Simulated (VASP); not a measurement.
# PtSe2 (Sudovikovite) (P-3m1) in VASP: notebook

PtSe2 (Sudovikovite) is run at these levels: PBEsol+D3(BJ)+U, PBE, LDA, PBE+D3(BJ); tasks: single point.

All numbers are computed with VASP 6.6.1; they aren't measurements. Logs are shortened: lines on timing, memory, paths and dates and some standing lists are left out, and cuts for length are marked.

## (1) The cell of the first run

It takes space group P-3m1 (No. 164, trigonal). The conventional cell has a = 3.724 Å, b = 3.724 Å, c = 5.062 Å, α = 90.00°, β = 90.00°, γ = 120.00°. Pt (site symmetry -3m) has 6 Se at 2.49 Å within 3.3 Å. Se (site symmetry 3m) has 3 Pt at 2.49 Å within 3.3 Å.

## (2) Single point, PBEsol+D3(BJ)+U

INCAR

```
SYSTEM = PtSe2
  PREC = Accurate
  ENCUT = 520
  EDIFF = 1E-6
  ISMEAR = -1
  SIGMA = 0.05
  LREAL = .False.
  LASPH = .True.
  NELM = 150
  ALGO = Normal
  ISIF = 2
  LWAVE = .False.
  LCHARG = .False.
  LMAXMIX = 4
  LDAU = .True.
  LDAUTYPE = 2
  LDAUL = 2 -1
  LDAUU = 5 0
  LDAUJ = 0 0
  LDAUPRINT = 1
  GGA = PS
  IVDW = 12
  NBANDS = 18
```

KPOINTS

```
regular mesh
0
Gamma
  8 8 5
  0 0 0
```

POSCAR

```
PtSe2
1.0
    3.7240000000      0.0000000000      0.0000000000
   -1.8620000000      3.2250786037      0.0000000000
    0.0000000000      0.0000000000      5.0620000000
Pt Se
1 2
Direct
    0.0000000000      0.0000000000      0.0000000000
    0.6666666667      0.3333333333      0.7500000000
    0.3333333333      0.6666666667      0.2500000000
```

Potentials or basis: VASP PAW PBE potentials, release 64 (Pt, Se).

On the command line:

```bash
> cat potpaw_PBE.64/Pt/POTCAR potpaw_PBE.64/Se/POTCAR > POTCAR
> mpirun -np 1 vasp_std > vasp.out
```

OUTCAR:

```text
SYSTEM = PtSe2
   PREC = Accurate
   ENCUT = 520
   EDIFF = 1E-6
   ISMEAR = -1
   LREAL = .False.
   LASPH = .True.
   NELM = 150
   ISIF = 2
   GGA = PS
   IVDW = 12
 IVDW          = 12

 ion  position               nearest neighbor table
   1  0.000  0.000  0.000-   2 2.49   3 2.49   2 2.49   3 2.49   2 2.49   3 2.49
   2  0.667  0.333  0.750-   1 2.49   1 2.49   1 2.49
   3  0.333  0.667  0.250-   1 2.49   1 2.49   1 2.49

  LATTYP: Found a hexagonal cell.
 ALAT       =     3.7240000000
 C/A-ratio  =     1.3592910849

  Lattice vectors:

 A1 = (   3.7240000000,   0.0000000000,   0.0000000000)
 A2 = (  -1.8620000000,   3.2250786037,   0.0000000000)
 A3 = (   0.0000000000,   0.0000000000,   5.0620000000)

Analysis of symmetry for initial positions (statically):
=====================================================================
 Subroutine PRICEL returns:
 Original cell was already a primitive cell.

 Routine SETGRP: Setting up the symmetry group for a
 hexagonal supercell.

 Subroutine GETGRP returns: Found 12 space group operations
 (whereof 12 operations were pure point group operations)
 out of a pool of 24 trial point group operations.

The static configuration has the point symmetry D_3d.

Analysis of symmetry for dynamics (positions and initial velocities):
=====================================================================
 Subroutine PRICEL returns:
 Original cell was already a primitive cell.

 Routine SETGRP: Setting up the symmetry group for a
 hexagonal supercell.

 Subroutine GETGRP returns: Found 12 space group operations
 (whereof 12 operations were pure point group operations)
 out of a pool of 24 trial point group operations.

The dynamic configuration has the point symmetry D_3d.

 Subroutine INISYM returns: Found 12 space group operations
 (whereof 12 operations are pure point group operations),
 and found     1 'primitive' translations

----------------------------------------------------------------------------------------

                                     Primitive cell

  volume of cell :      60.7956

  direct lattice vectors                    reciprocal lattice vectors
     3.724000000  0.000000000  0.000000000     0.268528464  0.155034981  0.000000000
    -1.862000000  3.225078604  0.000000000     0.000000000  0.310069962  0.000000000
     0.000000000  0.000000000  5.062000000     0.000000000  0.000000000  0.197550375

  length of vectors
     3.724000000  3.724000000  5.062000000     0.310069962  0.310069962  0.197550375

  position of ions in fractional coordinates (direct lattice)
     0.000000000  0.000000000  0.000000000
     0.666666667  0.333333333  0.750000000
     0.333333333  0.666666667  0.250000000

  ion indices of the primitive-cell ions
   primitive index   ion index
                 1           1
                 2           2
                 3           3

----------------------------------------------------------------------------------------

 KPOINTS: regular mesh

Automatic generation of k-mesh.
 Grid dimensions read from file:
 generate k-points for:    8    8    5

 Generating k-lattice:

  Cartesian coordinates                     Fractional coordinates (reciprocal lattice)
     0.033566058  0.019379373  0.000000000     0.125000000  0.000000000  0.000000000
     0.000000000  0.038758745  0.000000000     0.000000000  0.125000000  0.000000000
     0.000000000  0.000000000  0.039510075     0.000000000  0.000000000  0.200000000

  Length of vectors
     0.038758745  0.038758745  0.039510075

  Shift w.r.t. Gamma in fractional coordinates (k-lattice)
     0.000000000  0.000000000  0.000000000
[... 37 lines left out ...]
   dimension x,y,z NGXF=    56 NGYF=   56 NGZF=   80
   ions per type =               1   2
   NGX,Y,Z   is equivalent  to a cutoff of  12.50, 12.50, 13.14 a.u.
   NGXF,Y,Z  is equivalent  to a cutoff of  25.00, 25.00, 26.27 a.u.
 SYSTEM =  PtSe2
   PREC   = accura    normal or accurate (medium, high low for compatibility)
   ISTART =      0    job   : 0-new  1-cont  2-samecut
   ICHARG =      2    charge: 1-file 2-atom 10-const
   ISPIN  =      1    spin polarized calculation?
   LNONCOLLINEAR =      F non collinear calculations
   LSORBIT =      F    spin-orbit coupling
   LASPH  =      T    aspherical Exc in radial PAW
   ENCUT  =  520.0 eV  38.22 Ry    6.18 a.u.   6.92  6.92  9.41*2*pi/ulx,y,z
   NELM   =    150;   NELMIN=  2; NELMDL= -5     # of ELM steps
   EDIFF  = 0.1E-05   stopping-criterion for ELM
   LREAL  =      F    real-space projection
   EDIFFG = 0.1E-04   stopping-criterion for IOM
   NSW    =      0    number of steps for IOM
   IBRION =     -1    ionic relax: 0-MD 1-quasi-New 2-CG
   NFREE  =      0    steps in history (QN), initial steepest desc. (CG)
   ISIF   =      2    stress and relaxation
   ISYM   =      2    0-nonsym 1-usesym 2-fastsym
   POTIM  = 0.5000    time-step for ionic-motion
   TEBEG  =    0.0;   TEEND  =   0.0 temperature during run
   PSTRESS=    0.0 pullay stress
   NELECT =      22.0000    total number of electrons
   NUPDOWN=      -1.0000    fix difference up-down
   EMIN   =  10.00;   EMAX   =-10.00  energy-range for DOS
   EFERMI =   0.00;   METHOD = LEGACY
   ISMEAR =    -1;   SIGMA  =   0.05  broadening in eV -4-tet -1-fermi 0-gaus
   EFERMI_NEDOS =   21; number of points for ismear=-14 and -15
   IALGO  =     38    algorithm
   IMIX   =      4    mixing-type and parameters
     AMIX     =   0.40;   BMIX     =  1.00
     AMIX_MAG =   1.60;   BMIX_MAG =  1.00
  volume/ion in A,a.u.               =      20.27       136.76
  Fermi-wavevector in a.u.,A,eV,Ry     =   1.166608  2.204570 18.517184  1.360975
  Thomas-Fermi vector in A             =   2.303119
   LORBIT       =      0    0 simple, 1 ext, 2 COOP (PROOUT), +10 PAW based schemes
 LDA+U is selected, type is set to LDAUTYPE =  2
   angular momentum for each species LDAUL =     2   -1
   U (eV)           for each species LDAUU =   5.0  0.0
   J (eV)           for each species LDAUJ =   0.0  0.0
   GGA     = PS    functional components
   LHFCALC =     F    Hartree Fock is set to
   AEXX    =    0.0000 exact exchange contribution
   IVDW    =    12    specifies the selected vdW correction
   LEPSILON=     F    determine dielectric tensor
   LRPA    =     F    only Hartree local field effects (RPA)
 non-spin polarized calculation
  energy-cutoff  :      520.00
  volume of cell :       60.80
 maximum number of plane-waves:      1654
   NGX = 13   NGY = 13   NGZ = 19

atom =   1  type =  1  l = 2

 onsite density matrix

spin component  1

  0.8599  0.0000  0.0000  0.1005 -0.0000
  0.0000  0.8030  0.0000  0.0000  0.1005
  0.0000  0.0000  0.9326  0.0000  0.0000
  0.1005  0.0000  0.0000  0.8030 -0.0000
 -0.0000  0.1005  0.0000 -0.0000  0.8599

spin component  2

  0.8599  0.0000  0.0000  0.1005 -0.0000
  0.0000  0.8030  0.0000  0.0000  0.1005
  0.0000  0.0000  0.9326  0.0000  0.0000
  0.1005  0.0000  0.0000  0.8030 -0.0000
 -0.0000  0.1005  0.0000 -0.0000  0.8599

 occupancies and eigenvectors

  o =  0.7269  v = -0.6031  0.0000  0.0000  0.7976 -0.0000  0.0000  0.0000  0.0000  0.0000  0.0000      0.0000  0.0000  0.0000  0.0000  0.0000  0.0000  0.0000  0.0000  0.0000  0.0000
  o =  0.7269  v =  0.0000  0.0000  0.0000  0.0000  0.0000 -0.6031  0.0000  0.0000  0.7976 -0.0000      0.0000  0.0000  0.0000  0.0000  0.0000  0.0000  0.0000  0.0000  0.0000  0.0000
  o =  0.7269  v =  0.0000 -0.7976 -0.0000  0.0000  0.6031  0.0000  0.0000  0.0000  0.0000  0.0000      0.0000  0.0000  0.0000  0.0000  0.0000  0.0000  0.0000  0.0000  0.0000  0.0000
  o =  0.7269  v =  0.0000  0.0000  0.0000  0.0000  0.0000  0.0000 -0.7976 -0.0000  0.0000  0.6031      0.0000  0.0000  0.0000  0.0000  0.0000  0.0000  0.0000  0.0000  0.0000  0.0000
  o =  0.9326  v =  0.0000  0.0000 -1.0000  0.0000  0.0000  0.0000  0.0000  0.0000  0.0000  0.0000      0.0000  0.0000  0.0000  0.0000  0.0000  0.0000  0.0000  0.0000  0.0000  0.0000
  o =  0.9326  v =  0.0000  0.0000  0.0000  0.0000  0.0000  0.0000  0.0000 -1.0000  0.0000  0.0000      0.0000  0.0000  0.0000  0.0000  0.0000  0.0000  0.0000  0.0000  0.0000  0.0000
  o =  0.9359  v = -0.7976  0.0000 -0.0000 -0.6031  0.0000  0.0000  0.0000  0.0000  0.0000  0.0000      0.0000  0.0000  0.0000  0.0000  0.0000  0.0000  0.0000  0.0000  0.0000  0.0000
  o =  0.9359  v =  0.0000  0.0000  0.0000  0.0000  0.0000 -0.7976  0.0000 -0.0000 -0.6031  0.0000      0.0000  0.0000  0.0000  0.0000  0.0000  0.0000  0.0000  0.0000  0.0000  0.0000
  o =  0.9359  v =  0.0000  0.0000  0.0000  0.0000  0.0000  0.0000  0.6031  0.0000  0.0000  0.7976      0.0000  0.0000  0.0000  0.0000  0.0000  0.0000  0.0000  0.0000  0.0000  0.0000
  o =  0.9359  v =  0.0000  0.6031  0.0000  0.0000  0.7976  0.0000  0.0000  0.0000  0.0000  0.0000      0.0000  0.0000  0.0000  0.0000  0.0000  0.0000  0.0000  0.0000  0.0000  0.0000

 number of electron      21.9999999 magnetization

 Free energy of the ion-electron system (eV)
  ---------------------------------------------------
  ext. energy  EPLUGINS =         0.00000000
  ---------------------------------------------------
  free energy    TOTEN  =       -12.59583455 eV

  energy without entropy =      -12.58802597  energy(sigma->0) =      -12.59193026

 E-fermi :   6.1701     XC(G=0): -10.7812

 val. band max:        6.1493511608   @ k =   0.1250  -0.0000   0.0000
 cond. band min:       6.1790969594   @ k =   0.3750   0.2500   0.0000
 fundamental gap:      0.0297457985
 Fermi energy:         6.1700858279

 k-point     1 :       0.0000    0.0000    0.0000
  band No.  band energies     occupation
      1      -9.3942      2.00000
      2      -6.5914      2.00000
      3      -1.4157      2.00000
      4      -0.7126      2.00000
      5      -0.7126      2.00000
      6       1.0698      2.00000
[... 481 lines left out ...]
      5       0.3609      2.00000
      6       0.4780      2.00000
[... 10 lines left out ...]
     17      14.5702      0.00000
     18      15.3511      0.00000

 [... further k-points ...]

------------------------ aborting loop because EDIFF is reached ----------------------------------------

 Edisp (eV)   -1.27883

 E8    (eV) :    -0.8315

  FORCE on cell =-STRESS in cart. coord.  units (eV):
  Direction    XX          YY          ZZ          XY          YZ          ZX
  --------------------------------------------------------------------------------------
  -------------------------------------------------------------------------------------
  Total      -1.76122    -1.76122    -1.74772     0.00000     0.00000     0.00000
  in kB     -46.41430   -46.41430   -46.05849     0.00000     0.00000     0.00000
  external pressure =      -46.30 kB  Pullay stress =        0.00 kB

 VOLUME and BASIS-vectors are now :
 -----------------------------------------------------------------------------
  energy-cutoff  :      520.00
  volume of cell :       60.80
      direct lattice vectors                 reciprocal lattice vectors
     3.724000000  0.000000000  0.000000000     0.268528464  0.155034981  0.000000000
    -1.862000000  3.225078604  0.000000000     0.000000000  0.310069962  0.000000000
     0.000000000  0.000000000  5.062000000     0.000000000  0.000000000  0.197550375

 POSITION                                       TOTAL-FORCE (eV/Angst)
 -----------------------------------------------------------------------------------
      0.00000      0.00000      0.00000         0.000000      0.000000      0.000000
      1.86200      1.07503      3.79650         0.000000      0.000000     -0.102258
     -0.00000      2.15005      1.26550        -0.000000      0.000000      0.102258
 -----------------------------------------------------------------------------------
    total drift:                               -0.000000     -0.000000     -0.000000

  FREE ENERGIE OF THE ION-ELECTRON SYSTEM (eV)
  ---------------------------------------------------
  free  energy   TOTEN  =       -13.8746630720 eV

  energy  without entropy=      -13.8668544934  energy(sigma->0) =      -13.87075878
```

Wall time 16 s (1 thread of Intel Xeon 6975P-C (Granite Rapids), shared host); peak memory 0.21 GiB.

What came out:

```yaml
Free_energy: -13.8747 eV
Pressure: -4.6 GPa
Largest_force: 0.102 eV/Å
Band_gap_on_the_k_mesh: zero (band 11 reaches 6.70 eV, above the bottom of band 12 at 6.18 eV)
Dispersion_energy_per_atom: -0.426 eV
```

Forces on the atoms (eV/Å):
```
Pt   0.000  0.000  0.000
Se   0.000  0.000 -0.102
Se   0.000  0.000  0.102
```

Levels at points of the mesh, in eV from the Fermi level:
| k point | band 8 | band 9 | band 10 | band 11 | band 12 | band 13 | band 14 | band 15 |
| --- | --- | --- | --- | --- | --- | --- | --- | --- |
| (0.00, 0.00, 0.00) | -3.28 | -0.89 | -0.89 | 0.53 | 1.39 | 1.39 | 3.72 | 4.28 |
| (0.50, 0.00, 0.00) | -4.07 | -3.61 | -3.37 | -3.31 | 0.55 | 2.32 | 4.70 | 6.00 |

Eigenvalues of the final occupation matrices:
| site | spin | trace | eigenvalues |
| --- | --- | --- | --- |
| site 1 d | 1 | 4.26 | 0.73 0.73 0.93 0.94 0.94 |
| site 1 d | 2 | 4.26 | 0.73 0.73 0.93 0.94 0.94 |

Caveat: the PAW data sets were made with another functional, which shifts forces and pressure a little; spin-orbit coupling is left out, which moves the levels of the heavy elements; U without spin polarisation on a metal has little footing; pairwise dispersion overbinds metals, which lowers pressure and volume.

## (3) Single point, PBE

INCAR

```
SYSTEM = PtSe2
  PREC = Accurate
  ENCUT = 520
  EDIFF = 1E-7
  ISMEAR = -1
  SIGMA = 0.03
  LREAL = .FALSE.
  LASPH = .TRUE.
  NELM = 100
  ALGO = Normal
  ISIF = 2
  LWAVE = .FALSE.
  LCHARG = .TRUE.
  GGA = PE
  LELF = .TRUE.
  LVHAR = .TRUE.
  NBANDS = 18
```

KPOINTS

```
regular mesh
0
G
  6 6 4
  0 0 0
```

POSCAR is that of step 2.

Potentials or basis: VASP PAW PBE potentials, release 64 (Pt, Se).

On the command line:

```bash
> cat potpaw_PBE.64/Pt/POTCAR potpaw_PBE.64/Se/POTCAR > POTCAR
> mpirun -np 1 vasp_std > vasp.out
```

It took 24 s on 1 thread of AMD EPYC 7R13 (Zen 3), shared host; peak memory 0.16 GiB.

Results (log left out):

| Item | Value |
| --- | --- |
| Free energy | -14.1864 eV |
| Pressure | 7.3 GPa |
| Largest force | 0.572 eV/Å |
| Band gap on the k mesh | zero (band 11 reaches 6.94 eV, above the bottom of band 12 at 6.56 eV) |

Forces on the atoms (eV/Å):
```
Pt   0.000  0.000  0.000
Se   0.000  0.000 -0.572
Se   0.000  0.000  0.572
```

Stress tensor (GPa, compression positive):
```
7.94 0.00 0.00
0.00 7.94 0.00
0.00 0.00 6.09
```

Levels at points of the mesh, in eV from the Fermi level:
```
           k point  band 7  band 8  band 9  band 10  band 11  band 12  band 13  band 14  band 15  band 16
(0.00, 0.00, 0.00)   -4.04   -2.59   -1.08    -1.08     0.39     1.46     1.46     3.60     4.20     7.27
(0.50, 0.00, 0.00)   -3.73   -3.56   -3.53    -3.44    -2.99     0.66     2.35     4.77     5.83     7.10
(0.00, 0.00, 0.50)   -4.07   -2.96   -1.72    -1.51    -1.51     2.30     2.30     4.80     6.32     6.75
(0.50, 0.00, 0.50)   -3.55   -3.54   -3.24    -2.87    -1.39     0.99     1.52     4.56     4.77     7.16
```

Caveat: spin-orbit coupling is left out, which moves the levels of the heavy elements.

## (4) Single point, LDA

This run uses another cell than the first one, of 19.05 Å³/atom, 0.940 times its volume.

INCAR

```
SYSTEM = PtSe2
  PREC = Accurate
  ENCUT = 520
  EDIFF = 1E-6
  ISMEAR = -1
  SIGMA = 0.05
  LREAL = .False.
  LASPH = .True.
  NELM = 60
  ALGO = Normal
  ISIF = 2
  LWAVE = .False.
  LCHARG = .True.
  GGA = CA
  LELF = .True.
  LVHAR = .True.
  NBANDS = 18
```

KPOINTS

```
regular mesh
0
Gamma
  8 8 5
  0 0 0
```

POSCAR

```
PtSe2
1.0
    3.6479786689      0.0000000000      0.0000000000
   -1.8239893344      3.1592421997      0.0000000000
    0.0000000000      0.0000000000      4.9586648823
Pt Se
1 2
Direct
    0.0000000000      0.0000000000      0.0000000000
    0.6666666667      0.3333333333      0.7500000000
    0.3333333333      0.6666666667      0.2500000000
```

Potentials or basis: VASP PAW LDA potentials, release 64 (Pt, Se).

On the command line:

```bash
> cat potpaw_LDA.64/Pt/POTCAR potpaw_LDA.64/Se/POTCAR > POTCAR
> mpirun -np 1 vasp_std > vasp.out
```

Run time: 40 s. Hardware: 1 thread of Intel Xeon Platinum 8375C at 2.90GHz (Ice Lake), shared host; peak memory 0.17 GiB.

The run converged. Its results:

- Free energy: -16.9585 eV
- Pressure: 9.6 GPa
- Largest force: 1.112 eV/Å
- Band gap on the k mesh: zero (band 11 reaches 7.82 eV, above the bottom of band 12 at 7.48 eV)

Forces in eV/Å, atoms in the order of the input:
```
Pt   0.000  0.000  0.000
Se   0.000  0.000 -1.112
Se   0.000  0.000  1.112
```

Stress tensor (GPa, compression positive):
```
11.21  0.00  0.00
 0.00 11.21  0.00
 0.00  0.00  6.43
```

Levels at points of the mesh, in eV from the Fermi level:
```tsv
k point	band 9	band 10	band 11	band 12	band 13	band 14
(0.00, 0.00, 0.00)	-1.18	-1.18	0.37	1.51	1.51	3.34
(0.50, 0.00, 0.00)	-3.87	-3.77	-3.18	0.62	2.53	4.87
```

Caveat: spin-orbit coupling is left out, which moves the levels of the heavy elements; forces of over 1 eV/Å act on the atoms, so gaps and moduli don't describe the material at rest.

## (5) Single point, PBE+D3(BJ)

This run uses another cell than the first one, of 19.05 Å³/atom, 0.940 times its volume.

INCAR

```
SYSTEM = PtSe2
ALGO = Normal ; EDIFF = 1E-7
ENCUT = 520 ; GGA = PE
ISIF = 2 ; ISMEAR = -1
IVDW = 12 ; LASPH = .TRUE.
LCHARG = .FALSE. ; LREAL = .FALSE.
LWAVE = .FALSE. ; NBANDS = 18
NELM = 100 ; PREC = Accurate
SIGMA = 0.05
```

KPOINTS

```
k-points
0
G
  8 8 5
  0 0 0
```

POSCAR is that of step 4.

Potentials or basis: VASP PAW PBE potentials, release 64 (Pt, Se).

On the command line:

```bash
> cat potpaw_PBE.64/Pt/POTCAR potpaw_PBE.64/Se/POTCAR > POTCAR
> mpirun -np 1 vasp_std > vasp.out
```

Run time: 46 s. Hardware: 1 thread of Intel Xeon Platinum 8375C at 2.90GHz (Ice Lake), shared host; peak memory 0.21 GiB.

The run converged. Its results:

```
Free energy                : -15.4328 eV
Pressure                   : 13.4 GPa
Largest force              : 1.513 eV/Å
Band gap on the k mesh     : zero (band 11 reaches 7.84 eV, above the bottom of band 12 at 7.55 eV)
Dispersion energy per atom : -0.508 eV
```

Forces on the atoms (eV/Å):
```
Pt   0.000  0.000  0.000
Se   0.000  0.000 -1.513
Se   0.000  0.000  1.513
```

Stress tensor (GPa, compression positive):
```
15.32  0.00  0.00
 0.00 15.32  0.00
 0.00  0.00  9.60
```

Levels at points of the mesh, in eV from the Fermi level:
```
           k point  band 7  band 8  band 9  band 10  band 11  band 12  band 13  band 14  band 15  band 16
(0.00, 0.00, 0.00)   -4.50   -2.86   -1.22    -1.22     0.34     1.49     1.49     3.39     4.60     7.17
(0.50, 0.00, 0.00)   -4.13   -3.92   -3.92    -3.81    -3.21     0.63     2.51     4.88     5.76     7.07
```

Caveat: spin-orbit coupling is left out, which moves the levels of the heavy elements; pairwise dispersion overbinds metals, which lowers pressure and volume; forces of over 1 eV/Å act on the atoms, so gaps and moduli don't describe the material at rest.

## (6) Summary

```tsv
level	potentials or basis	U	cell	k mesh	smearing	gap on the mesh (eV)	pressure (GPa)	largest force (eV/Å)
PBEsol+D3(BJ)+U	VASP PAW PBE potentials, release 64 (Pt, Se)	Pt d U = 5.0 eV	a = 3.724, b = 3.724, c = 5.062 Å, angles 90.0, 90.0, 120.0°, 3 atoms	8 × 8 × 5	fermi-dirac 0.05 eV	none	-4.6	0.10
PBE	VASP PAW PBE potentials, release 64 (Pt, Se)	-	a = 3.724, b = 3.724, c = 5.062 Å, angles 90.0, 90.0, 120.0°, 3 atoms	6 × 6 × 4	fermi-dirac 0.03 eV	none	7.3	0.57
LDA	VASP PAW LDA potentials, release 64 (Pt, Se)	-	a = 3.648, b = 3.648, c = 4.959 Å, angles 90.0, 90.0, 120.0°, 3 atoms	8 × 8 × 5	fermi-dirac 0.05 eV	none	9.6	1.11
PBE+D3(BJ)	VASP PAW PBE potentials, release 64 (Pt, Se)	-	a = 3.648, b = 3.648, c = 4.959 Å, angles 90.0, 90.0, 120.0°, 3 atoms	8 × 8 × 5	fermi-dirac 0.05 eV	none	13.4	1.51
```

Alike in all rows: task single point; no spin polarisation; cutoff (eV) 520.

Caveats: spin-orbit coupling is left out, which moves the levels of the heavy elements; pairwise dispersion overbinds metals, which lowers pressure and volume (some runs); forces of over 1 eV/Å act on the atoms, so gaps and moduli don't describe the material at rest (some runs); the PAW data sets were made with another functional, which shifts forces and pressure a little (some runs); U without spin polarisation on a metal has little footing (some runs).

Total energies depend on the potentials used, so only differences within one code and one set of settings carry meaning.
